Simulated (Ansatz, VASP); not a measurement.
# WC: VASP beside Ansatz

The input POSCAR:

```
WC
1.0
    0.0000000000      2.0830498000      2.0830498000
    2.0830498000      0.0000000000      2.0830498000
    2.0830498000      2.0830498000      0.0000000000
W C
1 1
Direct
    0.0000000000      0.0000000000      0.0000000000
    0.5000000000      0.5000000000      0.5000000000
```

The input INCAR.step1:

```
PREC = Accurate
ENCUT = 520
ISMEAR = 0
SIGMA = 0.15
LREAL = F
LASPH = T
NELM = 60
NBANDS = 16
GGA = PE
ALGO = Normal
EDIFF = 1E-4
LWAVE = T
LCHARG = F
```

The input INCAR.step2:

```
PREC = Accurate
ENCUT = 520
EDIFF = 1E-6
ISMEAR = 0
SIGMA = 0.15
LREAL = F
LASPH = T
NELM = 60
ALGO = Normal
ISIF = 2
LWAVE = F
LCHARG = T
METAGGA = R2SCAN
LMIXTAU = T
LELF = T
LVHAR = T
NBANDS = 16
ISTART = 1
```

File KPOINTS:

```
regular mesh
0
Gamma
  18 18 18
```

Input for Ansatz:

```yaml
crystal:
  lattice:
    - [0.0, 2.0830498, 2.0830498]
    - [2.0830498, 0.0, 2.0830498]
    - [2.0830498, 2.0830498, 0.0]
  atoms:
    - { symbol: W, position: [0.0, 0.0, 0.0] }
    - { symbol: C, position: [0.5, 0.5, 0.5] }
basis:
  ecutwfc: 500
kpoints:
  mp_grid: { grid: [18, 18, 18] }
hamiltonian:
  xc: r2scan
scf:
  occupations: { method: gaussian, width: 0.15 }
output:
  forces: true
  stress: true
  eigenvalues: true
```

Change from the starting cell: strain -0.050 along x and y, -0.050 along z, atoms carried along.

Alike in both runs: task single point; functional r2SCAN; k mesh 18 × 18 × 18; occupations gaussian, width 0.15 eV; no spin polarisation.

```csv
,VASP,Ansatz
version,VASP 6.6.1,Ansatz 0.2.0
potentials or method,"VASP PAW PBE potentials, release 64 (W_sv, C), cutoff 520 eV","scalar-relativistic, plane waves, PAW"
valence electrons in the cell,18,18
```

```csv
,VASP,Ansatz,Ansatz less VASP
gap on the k mesh at the Fermi level (eV),none,none,-
pressure (GPa),74.7,71.8,-2.97
```

VASP's potentials were made for PBE, not for r2SCAN. A gap of «none» marks a metal or a gap that the smearing closes. Both programs put the cell under a high pressure, so it lies far from rest at this level. With one functional, cell and mesh, what is left measures potentials, basis and numerics.

Spin-orbit coupling is off throughout. Noted on VASP's run: the cell as given lies far from equilibrium.
